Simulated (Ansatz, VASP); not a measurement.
## One calculation of MoS2, two programs

```
CELL_PARAMETERS angstrom
3.18413 0.00000 0.00000
-1.59206 2.75753 0.00000
0.00000 0.00000 17.33460
ATOMIC_POSITIONS crystal
Mo 0.00000 0.00000 0.00000
S 0.33333 0.66667 0.08949
S 0.33333 0.66667 0.91051
```

Alike in both runs: task relaxation of cell and atoms; functional LDA; k mesh 10 × 10 × 2; no spin polarisation.

|  | VASP | Ansatz |
| --- | --- | --- |
| version | VASP 6.6.1 | Ansatz 0.2.0 |
| potentials or method | VASP PAW LDA potentials, release 64 (Mo_sv, S) | plane waves, PAW |
| plane-wave cutoff (eV) | 500 | 420 |
| occupations | methfessel-paxton of order 1, width 0.05 eV | cold, width 0.05 eV |
| valence electrons in the cell | 26 | 26 |

VASP gave:

| Quantity | Value |
| --- | --- |
| relaxed volume (Å³/atom) | 48.79 |
| relaxed cell length with the largest relative difference (Å) | 3.122 |

Problem. What did Ansatz give for the same quantities?

Solution. Relaxed volume (Å³/atom): 48.72; relaxed cell length with the largest relative difference (Å): 3.120.

LDA's correlation is that of Perdew and Zunger in VASP and of Perdew and Wang (1992) in Ansatz.
